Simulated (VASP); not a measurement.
# NaYbF2 (I4_1/amd) in VASP: single point with r2SCAN

Aim: the single point of NaYbF2 with r2SCAN.

All numbers are computed with VASP 6.6.1; they aren't measurements. Logs are shortened: lines on timing, memory, paths and dates and some standing lists are left out, and cuts for length are marked.

### Step 1. The cell of the first run

The structure is tetragonal, space group I4_1/amd (No. 141). The conventional cell has a = 4.606 Å, b = 4.606 Å, c = 10.395 Å, α = 90.00°, β = 90.00°, γ = 90.00°. Within 3.0 Å of F (site symmetry 2mm) lie 3 Yb at 2.28 to 2.33 Å and 3 Na at 2.33 to 2.92 Å. Within 3.0 Å of Yb (site symmetry -4m2) lie 6 F at 2.28 to 2.33 Å. Within 3.1 Å of Na (site symmetry -4m2) lie 6 F at 2.33 to 2.92 Å.

### Step 2. Single point, r2SCAN

Contents of POSCAR:

```
NaYbF2
1.0
    0.0000000000      4.6056270000      0.0000000000
    4.6056270000      0.0000000000      0.0000000000
    2.3028140000      2.3028140000     -5.1974010000
F Yb Na
4 2 2
Direct
    0.2190000000      0.2190000000      0.5620000000
    0.9690000000      0.4690000000      0.0620000000
    0.5310000000      0.0310000000      0.9380000000
    0.7810000000      0.7810000000      0.4380000000
    0.0000000000      0.0000000000      0.0000000000
    0.7500000000      0.2500000000      0.5000000000
    0.5000000000      0.5000000000      0.0000000000
    0.2500000000      0.7500000000      0.5000000000
```

Contents of INCAR.step1:

```
PREC     = Accurate       # precision mode
ENCUT    = 520            # plane-wave cutoff, eV
ISMEAR   = -1             # smearing method
SIGMA    = 0.1            # smearing width, eV
LREAL    = False          # projectors in reciprocal space
LASPH    = True           # aspherical terms in the spheres
NELM     = 60             # most SCF steps
NBANDS   = 55             # bands
GGA      = PE             # functional
ALGO     = Normal         # electronic algorithm
EDIFF    = 1E-4           # SCF threshold, eV
LWAVE    = True           # write WAVECAR
LCHARG   = False          # write CHGCAR
```

Contents of INCAR.step2:

```
PREC     = Accurate       # precision mode
ENCUT    = 520            # plane-wave cutoff, eV
EDIFF    = 1E-6           # SCF threshold, eV
ISMEAR   = -1             # smearing method
SIGMA    = 0.1            # smearing width, eV
LREAL    = False          # projectors in reciprocal space
LASPH    = True           # aspherical terms in the spheres
NELM     = 60             # most SCF steps
ALGO     = Normal         # electronic algorithm
ISIF     = 2              # what is computed and relaxed
LWAVE    = False          # write WAVECAR
LCHARG   = False          # write CHGCAR
METAGGA  = R2SCAN         # meta-GGA
LMIXTAU  = True         
NBANDS   = 55             # bands
ISTART   = 1
```

Contents of KPOINTS:

```
Automatic mesh
0
Gamma
  4 4 4
  0 0 0.5
```

Potentials or basis: VASP PAW PBE potentials, release 64 (F, Yb, Na_pv).

Started as:

```console
$ cat potpaw_PBE.64/F/POTCAR potpaw_PBE.64/Yb/POTCAR potpaw_PBE.64/Na_pv/POTCAR > POTCAR
$ cp INCAR.step1 INCAR
$ mpirun -np 1 vasp_std > vasp.out
$ cp INCAR.step2 INCAR
$ mpirun -np 1 vasp_std > vasp.out
```

OUTCAR:

```text
PREC = Accurate
   ENCUT = 520
   EDIFF = 1E-6
   ISMEAR = -1
   LREAL = False
   LASPH = True
   NELM = 60
   ISIF = 2
   METAGGA = R2SCAN
   ISTART = 1

 ion  position               nearest neighbor table
   1  0.219  0.219  0.562-   5 2.28   8 2.33   6 2.33   6 2.33   8 2.33
   2  0.969  0.469  0.062-   6 2.28   5 2.33   7 2.33   5 2.33   7 2.33
   3  0.531  0.031  0.938-   6 2.28   7 2.33   5 2.33   5 2.33   7 2.33
   4  0.781  0.781  0.438-   5 2.28   6 2.33   8 2.33   6 2.33   8 2.33
   5  0.000  0.000  0.000-   1 2.28   4 2.28   3 2.33   2 2.33   2 2.33   3 2.33   7 3.26   7 3.26
                             7 3.26   7 3.26   6 3.47   6 3.47   6 3.47   6 3.47
   6  0.750  0.250  0.500-   2 2.28   3 2.28   4 2.33   1 2.33   4 2.33   1 2.33   8 3.26   8 3.26
                             8 3.26   8 3.26   5 3.47   5 3.47   5 3.47   5 3.47
   7  0.500  0.500  0.000-   3 2.33   2 2.33   3 2.33   2 2.33   5 3.26   5 3.26   5 3.26   5 3.26

   8  0.250  0.750  0.500-   4 2.33   1 2.33   4 2.33   1 2.33   6 3.26   6 3.26   6 3.26   6 3.26

  LATTYP: Found a body centered tetragonal cell.
 ALAT       =     4.6056270000
 C/A-ratio  =     2.2569786915

  Lattice vectors:

 A1 = (  -2.3028140000,   2.3028130000,   5.1974010000)
 A2 = (   2.3028130000,  -2.3028140000,   5.1974010000)
 A3 = (   2.3028140000,   2.3028140000,  -5.1974010000)

Analysis of symmetry for initial positions (statically):
=====================================================================
 Subroutine PRICEL returns:
 Original cell was already a primitive cell.

 Routine SETGRP: Setting up the symmetry group for a
 body centered tetragonal supercell.

 Subroutine GETGRP returns: Found 16 space group operations
 (whereof  8 operations were pure point group operations)
 out of a pool of 16 trial point group operations.

The static configuration has the point symmetry D_2d.
 The point group associated with its full space group is D_4h.

Analysis of symmetry for dynamics (positions and initial velocities):
=====================================================================
 Subroutine PRICEL returns:
 Original cell was already a primitive cell.

 Routine SETGRP: Setting up the symmetry group for a
 body centered tetragonal supercell.

 Subroutine GETGRP returns: Found 16 space group operations
 (whereof  8 operations were pure point group operations)
 out of a pool of 16 trial point group operations.

The dynamic configuration has the point symmetry D_2d.
 The point group associated with its full space group is D_4h.

 Subroutine INISYM returns: Found 16 space group operations
 (whereof  8 operations are pure point group operations),
 and found     1 'primitive' translations

----------------------------------------------------------------------------------------

                                     Primitive cell

  volume of cell :     110.2462

  direct lattice vectors                    reciprocal lattice vectors
     0.000000000  4.605627000  0.000000000     0.000000000  0.217125703  0.096201950
     4.605627000  0.000000000  0.000000000     0.217125703  0.000000000  0.096201950
     2.302814000  2.302814000 -5.197401000     0.000000000  0.000000000 -0.192403857

  length of vectors
     4.605627000  4.605627000  6.133423334     0.237483444  0.237483444  0.192403857

  position of ions in fractional coordinates (direct lattice)
     0.219000000  0.219000000  0.562000000
     0.969000000  0.469000000  0.062000000
     0.531000000  0.031000000  0.938000000
     0.781000000  0.781000000  0.438000000
     0.000000000  0.000000000  0.000000000
     0.750000000  0.250000000  0.500000000
     0.500000000  0.500000000  0.000000000
     0.250000000  0.750000000  0.500000000

  ion indices of the primitive-cell ions
   primitive index   ion index
                 1           1
                 2           2
                 3           3
                 4           4
                 5           5
                 6           6
                 7           7
                 8           8

----------------------------------------------------------------------------------------

 KPOINTS: Automatic mesh

Automatic generation of k-mesh.
 Grid dimensions read from file:
 generate k-points for:    4    4    4

 Generating k-lattice:

  Cartesian coordinates                     Fractional coordinates (reciprocal lattice)
     0.000000000  0.054281426  0.024050487     0.250000000  0.000000000  0.000000000
     0.054281426  0.000000000  0.024050487     0.000000000  0.250000000  0.000000000
     0.000000000  0.000000000 -0.048100964     0.000000000  0.000000000  0.250000000

  Length of vectors
     0.059370861  0.059370861  0.048100964

  Shift w.r.t. Gamma in fractional coordinates (k-lattice)
     0.000000000  0.000000000  0.500000000

 Subroutine IBZKPT returns following result:
 ===========================================

 Found     11 irreducible k-points:

 Following reciprocal coordinates:
            Coordinates               Weight
  0.000000  0.000000  0.125000      2.000000
  0.250000  0.000000  0.125000      4.000000
  0.500000  0.000000  0.125000      8.000000
 -0.250000  0.000000  0.125000      8.000000
  0.250000  0.250000  0.125000      8.000000
  0.500000  0.250000  0.125000      8.000000
  0.500000  0.500000  0.125000      4.000000
 -0.250000  0.500000  0.125000      8.000000
 -0.250000 -0.250000  0.125000      8.000000
  0.000000  0.000000  0.375000      2.000000
 -0.250000  0.000000  0.375000      4.000000
   k-points           NKPTS =     11   k-points in BZ     NKDIM =     11   number of bands    NBANDS=     55
   number of dos      NEDOS =    301   number of ions     NIONS =      8
   total plane-waves  NPLWV =  62208
   dimension x,y,z NGX =    36 NGY =   36 NGZ =   48
   dimension x,y,z NGXF=    72 NGYF=   72 NGZF=   96
   ions per type =               4   2   2
   NGX,Y,Z   is equivalent  to a cutoff of  12.99, 12.99, 13.01 a.u.
   NGXF,Y,Z  is equivalent  to a cutoff of  25.99, 25.99, 26.02 a.u.
 SYSTEM =  unknown system
   PREC   = accura    normal or accurate (medium, high low for compatibility)
   ISTART =      1    job   : 0-new  1-cont  2-samecut
   ICHARG =      0    charge: 1-file 2-atom 10-const
   ISPIN  =      1    spin polarized calculation?
   LNONCOLLINEAR =      F non collinear calculations
   LSORBIT =      F    spin-orbit coupling
   LASPH  =      T    aspherical Exc in radial PAW
   ENCUT  =  520.0 eV  38.22 Ry    6.18 a.u.   8.56  8.56 11.40*2*pi/ulx,y,z
   NELM   =     60;   NELMIN=  2; NELMDL=  0     # of ELM steps
   EDIFF  = 0.1E-05   stopping-criterion for ELM
   LREAL  =      F    real-space projection
   EDIFFG = 0.1E-04   stopping-criterion for IOM
   NSW    =      0    number of steps for IOM
   IBRION =     -1    ionic relax: 0-MD 1-quasi-New 2-CG
   NFREE  =      0    steps in history (QN), initial steepest desc. (CG)
   ISIF   =      2    stress and relaxation
   ISYM   =      2    0-nonsym 1-usesym 2-fastsym
   POTIM  = 0.5000    time-step for ionic-motion
   TEBEG  =    0.0;   TEEND  =   0.0 temperature during run
   PSTRESS=    0.0 pullay stress
   NELECT =      90.0000    total number of electrons
   NUPDOWN=      -1.0000    fix difference up-down
   EMIN   =  10.00;   EMAX   =-10.00  energy-range for DOS
   EFERMI =   0.00;   METHOD = LEGACY
   ISMEAR =    -1;   SIGMA  =   0.10  broadening in eV -4-tet -1-fermi 0-gaus
   EFERMI_NEDOS =   21; number of points for ismear=-14 and -15
   IALGO  =     38    algorithm
   IMIX   =      4    mixing-type and parameters
     AMIX     =   0.40;   BMIX     =  1.00
     AMIX_MAG =   1.60;   BMIX_MAG =  1.00
  volume/ion in A,a.u.               =      13.78        93.00
  Fermi-wavevector in a.u.,A,eV,Ry     =   1.530034  2.891345 31.851294  2.341004
  Thomas-Fermi vector in A             =   2.637573
   LORBIT       =      0    0 simple, 1 ext, 2 COOP (PROOUT), +10 PAW based schemes
   METAGGA = R2SCAN    functional components
   LHFCALC =     F    Hartree Fock is set to
   AEXX    =    0.0000 exact exchange contribution
   IVDW    =     0    specifies the selected vdW correction
   LEPSILON=     F    determine dielectric tensor
   LRPA    =     F    only Hartree local field effects (RPA)
 non-spin polarized calculation
  energy-cutoff  :      520.00
  volume of cell :      110.25
 maximum number of plane-waves:      2989
 NGX is ok and might be reduce to    36
   NGX = 17   NGY = 17   NGZ = 23

 number of electron      90.0000002 magnetization

 Free energy of the ion-electron system (eV)
  ---------------------------------------------------
  ext. energy  EPLUGINS =         0.00000000
  ---------------------------------------------------
  free energy    TOTEN  =      -110.37291460 eV

  energy without entropy =     -110.29315934  energy(sigma->0) =     -110.33303697

 E-fermi :   5.8982     XC(G=0): -11.1285

 val. band max:        5.7768444263   @ k =  -0.2500   0.5000   0.1250
 cond. band min:       5.9205975313   @ k =   0.5000   0.2500   0.1250
 fundamental gap:      0.1437531051
 Fermi energy:         5.8981623688

 k-point     1 :       0.0000    0.0000    0.1250
  band No.  band energies     occupation
      1     -48.7489      2.00000
      2     -48.7141      2.00000
      3     -24.1400      2.00000
      4     -23.8681      2.00000
      5     -23.7531      2.00000
      6     -23.6949      2.00000
[... 47 lines left out ...]
     54      10.0342      0.00000
     55      10.3699      0.00000

 k-point     2 :       0.2500    0.0000    0.1250
  band No.  band energies     occupation
      1     -48.7471      2.00000
      2     -48.7149      2.00000
      3     -24.2266      2.00000
      4     -23.9996      2.00000
      5     -23.8881      2.00000
      6     -23.7722      2.00000
[... 47 lines left out ...]
     54      10.0685      0.00000
     55      10.3725      0.00000
[... 462 lines left out ...]
     54       9.9603      0.00000
     55      10.9257      0.00000

 k-point    11 :      -0.2500    0.0000    0.3750
  band No.  band energies     occupation
      1     -48.7338      2.00000
      2     -48.7283      2.00000
      3     -24.1480      2.00000
      4     -24.1335      2.00000
      5     -23.8521      2.00000
      6     -23.7534      2.00000
[... 47 lines left out ...]
     54      10.4376      0.00000
     55      11.1544      0.00000

------------------------ aborting loop because EDIFF is reached ----------------------------------------

  FORCE on cell =-STRESS in cart. coord.  units (eV):
  Direction    XX          YY          ZZ          XY          YZ          ZX
  --------------------------------------------------------------------------------------
  -------------------------------------------------------------------------------------
  Total       10.4607899     10.4607899     14.7601525      0.0000000     -0.0000014     -0.0000014
  in kB      152.0237047    152.0237047    214.5051269      0.0000000     -0.0000206     -0.0000206
  external PRESSURE =     172.8508454 kB  Pullay stress =       0.0000000 kB

 VOLUME and BASIS-vectors are now :
 -----------------------------------------------------------------------------
  energy-cutoff  :      520.00
  volume of cell :      110.25
      direct lattice vectors                 reciprocal lattice vectors
     0.000000000  4.605627000  0.000000000     0.000000000  0.217125703  0.096201950
     4.605627000  0.000000000  0.000000000     0.217125703  0.000000000  0.096201950
     2.302814000  2.302814000 -5.197401000     0.000000000  0.000000000 -0.192403857

 POSITION                                       TOTAL-FORCE (eV/Angst)
 -----------------------------------------------------------------------------------
      2.30281      2.30281     -2.92094         0.000000      0.000000     -0.055288
      2.30281      4.60563     -0.32224         0.000000      0.000000     -0.055288
      2.30281      4.60563     -4.87516        -0.000000     -0.000000      0.055288
      4.60563      4.60563     -2.27646        -0.000000     -0.000000      0.055288
      0.00000      0.00000      0.00000        -0.000000     -0.000000      0.000000
      2.30281      4.60563     -2.59870        -0.000000      0.000000      0.000000
      2.30281      2.30281      0.00000         0.000000     -0.000000      0.000000
      4.60563      2.30281     -2.59870        -0.000000      0.000000      0.000000
 -----------------------------------------------------------------------------------
    total drift:                                0.000000      0.000000     -0.000000

  FREE ENERGIE OF THE ION-ELECTRON SYSTEM (eV)
  ---------------------------------------------------
  free  energy   TOTEN  =      -110.3729145954 eV

  energy  without entropy=     -110.2931593399  energy(sigma->0) =     -110.33303697
```

Run time: 19 min. Hardware: 1 thread of Oxide Virtual Turin-like, shared host; peak memory 0.25 GiB.

Results:

* Free energy: -110.3729 eV
* Pressure: 17.3 GPa
* Largest force: 0.055 eV/Å
* Band gap on the k mesh: zero (band 45 reaches 6.33 eV, above the bottom of band 46 at 5.45 eV)

Forces on the atoms (eV/Å):
```
F    0.000  0.000 -0.055
F    0.000  0.000 -0.055
F    0.000  0.000  0.055
F    0.000  0.000  0.055
Yb   0.000  0.000  0.000
Yb   0.000  0.000  0.000
Na   0.000  0.000  0.000
Na   0.000  0.000  0.000
```

Levels at points of the mesh, in eV from the Fermi level:
```csv
k point,band 42,band 43,band 44,band 45,band 46,band 47,band 48,band 49
"(0.00, 0.00, 0.12)",-1.16,-1.08,-1.08,-1.07,0.31,1.17,1.17,1.46
```

Caveat: the k points lie up to 0.37 Å⁻¹ apart; the PAW data sets were made with another functional, which shifts forces and pressure a little; spin-orbit coupling is left out, which moves the levels of the heavy elements; without U or exact exchange the open f shell lies at the Fermi level, which spoils levels, moments and volumes. Spin polarisation is off, so any magnetic state and its effect on volume and gap are missing.
